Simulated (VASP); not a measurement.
A run of VASP 6.6.1 is set up as follows.

Contents of INCAR:

```
SYSTEM = HfB2
PREC = Accurate ; ENCUT = 600
EDIFF = 1E-6 ; ISMEAR = 1
SIGMA = 0.1 ; LREAL = .False.
LASPH = .True. ; NELM = 100
ALGO = Normal ; ISIF = 3
LWAVE = .False. ; LCHARG = .False.
GGA = PE ; IBRION = 2
NSW = 80 ; EDIFFG = -0.01
```

The input KPOINTS:

```
regular mesh
0
Gamma
  12 12 10
  0 0 0
```

Contents of POSCAR:

```
HfB2
1.0
    3.1400000000      0.0000000000      0.0000000000
   -1.5700000000      2.7193200000      0.0000000000
    0.0000000000      0.0000000000      3.4800000000
Hf B
1 2
Direct
    0.0000000000      0.0000000000      0.0000000000
    0.3333333333      0.6666666667      0.5000000000
    0.6666666667      0.3333333333      0.5000000000
```

Potentials or basis: VASP PAW PBE potentials, release 64 (Hf_pv, B).

Command:

```console
$ cat potpaw_PBE.64/Hf_pv/POTCAR potpaw_PBE.64/B/POTCAR > POTCAR
$ mpirun -np 1 vasp_std > vasp.out
```

Q: Estimate the space group after relaxing (to 0.1 Å).

A: P6/mmm (No. 191).

Q: Estimate the relaxed volume.

A: 9.94 Å³/atom.

The path:
```tsv
step	energy change (eV)	largest force (eV/Å)	pressure (GPa)	volume (Å³)
1	0.0000	0.0000	0.96	29.71
2	0.0002	0.0000	-1.20	29.97
3	-0.0003	0.0000	-0.01	29.83
```

 PBE usually gives volumes a little too large and moduli too small.
